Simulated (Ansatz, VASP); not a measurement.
## HC12 in VASP and in Ansatz

Contents of INCAR:

```
PREC = Accurate
ENCUT = 520
EDIFF = 1E-6
ISMEAR = 0
SIGMA = 0.05
LREAL = False
LASPH = True
NELM = 150
ALGO = Normal
ISIF = 2
LWAVE = False
LCHARG = False
ISPIN = 2
MAGMOM = 0 0 0 0 0 0 0 0 0 0 0 0 1
LORBIT = 11
LDIPOL = True
IDIPOL = 3
DIPOL = 0.5 0.5 0.299
GGA = PE
IVDW = 12
NBANDS = 40
```

Contents of KPOINTS:

```
regular mesh
0
Gamma
  6 7 1
```

The input POSCAR:

```
HC12
1.0
    4.9311586502      0.0000000000      0.0000000000
    0.0000000000      4.0098697767      0.0000000000
    0.0000000000      0.0000000000     21.6014232414
C H
12 1
Direct
    0.2500000000      0.3776970832      0.1851729840
    0.7500000000      0.3776970832      0.1851729840
    0.0000000000      0.4720802753      0.2130426460
    0.5000000000      0.4720802753      0.2130426460
    0.0000000000      0.6609562027      0.2688143161
    0.5000000000      0.6609562027      0.2688143161
    0.2500000000      0.7503681903      0.2962457608
    0.7500000000      0.7503681903      0.2962457608
    0.2500000000      0.9412921293      0.3552728042
    0.7500000000      0.9412921293      0.3552728042
    0.0000000000      0.0234303656      0.3796705036
    0.5000000000      0.0234303656      0.3796705036
    0.0000000000      0.0234303656      0.4954036186
```

Input for Ansatz:

```yaml
crystal:
  lattice:
    - [4.9311586502, 0.0, 0.0]
    - [0.0, 4.0098697767, 0.0]
    - [0.0, 0.0, 21.6014232414]
  atoms:
    - { symbol: C, position: [0.25, 0.3776970832, 0.185172984] }
    - { symbol: C, position: [0.75, 0.3776970832, 0.185172984] }
    - { symbol: C, position: [0.0, 0.4720802753, 0.213042646] }
    - { symbol: C, position: [0.5, 0.4720802753, 0.213042646] }
    - { symbol: C, position: [0.0, 0.6609562027, 0.2688143161] }
    - { symbol: C, position: [0.5, 0.6609562027, 0.2688143161] }
    - { symbol: C, position: [0.25, 0.7503681903, 0.2962457608] }
    - { symbol: C, position: [0.75, 0.7503681903, 0.2962457608] }
    - { symbol: C, position: [0.25, 0.9412921293, 0.3552728042] }
    - { symbol: C, position: [0.75, 0.9412921293, 0.3552728042] }
    - { symbol: C, position: [0.0, 0.0234303656, 0.3796705036] }
    - { symbol: C, position: [0.5, 0.0234303656, 0.3796705036] }
    - { symbol: H, position: [0.0, 0.0234303656, 0.4954036186], spin: 1.0 }
basis:
  ecutwfc: 420
kpoints:
  mp_grid: { grid: [6, 7, 1] }
hamiltonian:
  xc: pbe
  pseudopotentials: { kind: paw, azcp: { folder: soft_1 } }
  dispersion: d3bj
scf:
  occupations: { method: gaussian, width: 0.05 }
output:
  forces: true
  eigenvalues: true
  populations: true
magnetization:
  spin_polarized: true
efield:
  axis: 3
  dipole_correction: true
  ramp_width: 0.04
```

Alike in both runs: task single point; functional PBE; dispersion D3(BJ); k mesh 6 × 7 × 1; occupations gaussian, width 0.05 eV; collinear spin.

|  | VASP | Ansatz |
| --- | --- | --- |
| version | VASP 6.6.1 | Ansatz 0.2.0 |
| potentials or method | VASP PAW PBE potentials, release 64 (C, H), cutoff 520 eV | scalar-relativistic, plane waves, PAW |
| valence electrons in the cell | 49 | 49 |

Ansatz gave:

```
rms of the force components (eV/Å)                            : 1.080
net moment per atom (μB)                                      : 0.08
size of the moment on the site where the two differ most (μB) : 0.40
```

Task: Which values does VASP return?

Result: rms of the force components (eV/Å): 1.060; net moment per atom (μB): 0.19; size of the moment on the site where the two differ most (μB): 0.01.

The net moments are unlike, so the other rows may belong to different states. Site moments also hang on the region over which each program counts them. Atom by atom the forces differ by 0.213 eV/Å (rms over components).
